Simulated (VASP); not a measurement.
Zr: single point with PBE

The system is Zr.

```
Zr
1.0
     2.83362    0.00000    0.00000
     0.00000    2.83362    0.00000
     0.00000    0.00000    2.83362
Zr
1
Direct
  0.00000 0.00000 0.00000
```

This cell differs from its parent crystal: volume scaled by 0.92.

```yaml
Program: VASP 6.6.1
Task: single point
Functional: PBE
Potentials_or_basis: VASP PAW PBE potentials, release 64 (Zr_sv)
Cutoff: 520 eV
k_mesh: 18 × 18 × 18
Occupations: fermi-dirac, width 0.1 eV
Spin: no spin polarisation
```

| Property | Result |
| --- | --- |
| Pressure | 6.9 GPa |
| Band gap on the k mesh | zero (band 6 reaches 10.03 eV, above the bottom of band 7 at 7.02 eV) |

Levels at points of the mesh, in eV from the Fermi level:
| k point | band 4 | band 5 | band 6 | band 7 | band 8 | band 9 |
| --- | --- | --- | --- | --- | --- | --- |
| (0.00, 0.00, 0.00) | -25.85 | -5.17 | -1.90 | -1.90 | 6.07 | 6.07 |
| (0.50, 0.00, 0.00) | -25.70 | -2.01 | -0.97 | 0.55 | 2.67 | 2.67 |
| (0.50, 0.50, 0.00) | -25.57 | -3.42 | -0.27 | 3.40 | 3.40 | 5.45 |
| (0.50, 0.50, 0.50) | -26.92 | -1.78 | -1.78 | -1.78 | 6.51 | 8.50 |

Run time: 19 s on 1 thread of Intel Xeon 6975P-C, on a shared host, peak memory 0.18 GiB.
